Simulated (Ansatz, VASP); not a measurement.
ScAl7N8: VASP beside Ansatz

File INCAR:

```
SYSTEM = ScAl7N8
ALGO = Normal ; EDIFF = 1E-6
ENCUT = 520 ; GGA = PS
ISIF = 2 ; ISMEAR = 0
LASPH = .True. ; LCHARG = .False.
LREAL = Auto ; LWAVE = .False.
NBANDS = 50 ; NELM = 80
PREC = Accurate ; SIGMA = 0.01
```

File KPOINTS:

```
k-points
0
Gamma
  6 6 6
  0 0 0
```

File POSCAR:

```
ScAl7N8
1.0
    3.1653429529     -0.0036621200      5.0137535171
    3.1653429529      0.0036621200     -5.0137535171
   -3.1653429529      5.4897408600     -0.0040008947
Sc Al N
1 7 8
Direct
    0.1398091437      0.1937642995      0.3335734342
    0.1403732251      0.1935873467      0.8333998481
    0.6399697977      0.6931004483      0.3330702371
    0.6398125103      0.6930266320      0.8333998481
    0.0568706242      0.6098879732      0.1663221501
    0.5564341680      0.1094515170      0.1663221501
    0.0566241383      0.6104900848      0.6671142321
    0.5571804231      0.1096396803      0.6668201123
    0.3853634790      0.9481884915      0.3335519615
    0.8845395320      0.4487120823      0.3332516053
    0.3843114471      0.9493974937      0.8332504591
    0.8838529743      0.4489390210      0.8332504591
    0.3015123820      0.3668217213      0.1656043471
    0.3012652293      0.3674515785      0.6687168168
    0.7987826168      0.8640919561      0.1656043471
    0.8012983090      0.8654496738      0.6667479918
```

Input for Ansatz:

```yaml
crystal:
  lattice:
    - [3.1653429529, -0.00366212, 5.0137535171]
    - [3.1653429529, 0.00366212, -5.0137535171]
    - [-3.1653429529, 5.48974086, -0.0040008947]
  atoms:
    - { symbol: Sc, position: [0.1398091437, 0.1937642995, 0.3335734342] }
    - { symbol: Al, position: [0.1403732251, 0.1935873467, 0.8333998481] }
    - { symbol: Al, position: [0.6399697977, 0.6931004483, 0.3330702371] }
    - { symbol: Al, position: [0.6398125103, 0.693026632, 0.8333998481] }
    - { symbol: Al, position: [0.0568706242, 0.6098879732, 0.1663221501] }
    - { symbol: Al, position: [0.556434168, 0.109451517, 0.1663221501] }
    - { symbol: Al, position: [0.0566241383, 0.6104900848, 0.6671142321] }
    - { symbol: Al, position: [0.5571804231, 0.1096396803, 0.6668201123] }
    - { symbol: "N", position: [0.385363479, 0.9481884915, 0.3335519615] }
    - { symbol: "N", position: [0.884539532, 0.4487120823, 0.3332516053] }
    - { symbol: "N", position: [0.3843114471, 0.9493974937, 0.8332504591] }
    - { symbol: "N", position: [0.8838529743, 0.448939021, 0.8332504591] }
    - { symbol: "N", position: [0.301512382, 0.3668217213, 0.1656043471] }
    - { symbol: "N", position: [0.3012652293, 0.3674515785, 0.6687168168] }
    - { symbol: "N", position: [0.7987826168, 0.8640919561, 0.1656043471] }
    - { symbol: "N", position: [0.801298309, 0.8654496738, 0.6667479918] }
basis:
  ecutwfc: 420
  xc_grid: 2
kpoints:
  mp_grid: { grid: [6, 6, 6] }
hamiltonian:
  xc: pbesol
  pseudopotentials: { kind: paw, azcp: { folder: soft_1 } }
scf:
  occupations: { method: fixed }
output:
  forces: true
  stress: true
  eigenvalues: true
  polarization: {}
```

Change from the starting cell: polar distortion scaled by 0.10.

Alike in both runs: task single point; functional PBEsol; k mesh 6 × 6 × 6; no spin polarisation.

|  | VASP | Ansatz |
| --- | --- | --- |
| version | VASP 6.6.1 | Ansatz 0.2.0 |
| potentials or method | VASP PAW PBE potentials, release 64 (Sc_sv, Al, N), cutoff 520 eV | scalar-relativistic, plane waves, PAW |
| occupations | gaussian, width 0.01 eV | fixed |
| valence electrons in the cell | 72 | 72 |

VASP gave:

| Property | Result |
| --- | --- |
| gap on the k mesh at the Fermi level (eV) | 2.34 |
| least direct gap on the mesh (eV) | 2.34 |
| pressure (GPa) | 8.2 |
| traceless stress, the component that is largest in VASP (GPa) | -21.97 |
| rms of the force components (eV/Å) | 1.064 |

What did Ansatz give for the same quantities?

gap on the k mesh at the Fermi level (eV): 2.33; least direct gap on the mesh (eV): 2.33; pressure (GPa): 7.9; traceless stress, the component that is largest in VASP (GPa): -21.59; rms of the force components (eV/Å): 1.031.

VASP's potentials were made for PBE, not for PBEsol, and Ansatz warns of the same on its side. Atom by atom the forces differ by 0.033 eV/Å (rms over components).
